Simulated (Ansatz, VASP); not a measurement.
AlSi16: VASP beside Ansatz

```
CELL_PARAMETERS angstrom
0.00000 5.43000 5.43000
5.43000 0.00000 5.43000
5.43000 5.43000 0.00000
ATOMIC_POSITIONS crystal
Si 0.99931 0.00013 0.99993
Si 0.12009 0.12057 0.12047
Si 0.99830 0.99869 0.50123
Si 0.12020 0.12069 0.63816
Si 0.99828 0.50136 0.99860
Si 0.12017 0.63837 0.12055
Si 0.99836 0.50146 0.50130
Si 0.12862 0.62376 0.62367
Si 0.50080 0.99871 0.99865
Si 0.63752 0.12078 0.12066
Si 0.50092 0.99878 0.50140
Si 0.62335 0.12901 0.62371
Si 0.50089 0.50152 0.99870
Si 0.62334 0.62379 0.12894
Si 0.49966 0.50008 0.50000
Si 0.62337 0.62378 0.62371
Al 0.24932 0.25014 0.24995
```

Alike in both runs: functional PBE; k mesh 2 × 2 × 2; occupations gaussian, width 0.05 eV; collinear spin.

Ansatz relaxed the structure, and its values are those at the end. VASP's run is a single point on that final structure, the one shown.

```csv
,VASP,Ansatz
version,VASP 6.6.1,Ansatz 0.2.0
potentials or method,"VASP PAW PBE potentials, release 64 (Si, Al), cutoff 520 eV","scalar-relativistic, plane waves, PAW"
valence electrons in the cell,67,67
```

```tsv
	VASP	Ansatz	Ansatz less VASP
rms of the force components (eV/Å)	0.005	0.007	+0.0010
net moment per atom (μB)	0.00	0.00	0.000
```

Ansatz's warnings: seeded moment not kept.

The k mesh is coarse, so the values compare programs but aren't converged.
